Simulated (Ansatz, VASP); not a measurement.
## One calculation of F, two programs

```xyz
4
Lattice="2.4374 -1.6092 0.2657 2.4374 1.6092 0.2657 -0.6727 0.0000 6.3224" Properties=species:S:1:pos:R:3 pbc="T T T"
F     3.5912   -0.5078    0.9966
F     0.9472   -0.5078    2.6960
F     0.6108    0.5078    5.8572
F     3.2549    0.5078    4.1578
```

Alike in both runs: task single point; functional r2SCAN; k mesh 10 × 10 × 4; occupations fermi-dirac, width 0.05 eV; no spin polarisation.

|  | VASP | Ansatz |
| --- | --- | --- |
| version | VASP 6.6.1 | Ansatz 0.2.0 |
| potentials or method | VASP PAW PBE potentials, release 64 (F), cutoff 520 eV | plane waves (500 eV) with PAW, scalar-relativistic |
| valence electrons in the cell | 28 | 28 |

Ansatz gave:

* gap on the k mesh at the Fermi level (eV): 4.66
* pressure (GPa): 8.9
* traceless stress, the component that is largest in VASP (GPa): 10.78

Task: Estimate VASP's values.

Result: gap on the k mesh at the Fermi level (eV): 4.56; pressure (GPa): 10.3; traceless stress, the component that is largest in VASP (GPa): 13.82.

VASP's potentials were made for PBE, not for r2SCAN. The functional is the same, so the differences come from potentials, cutoffs and numerics.
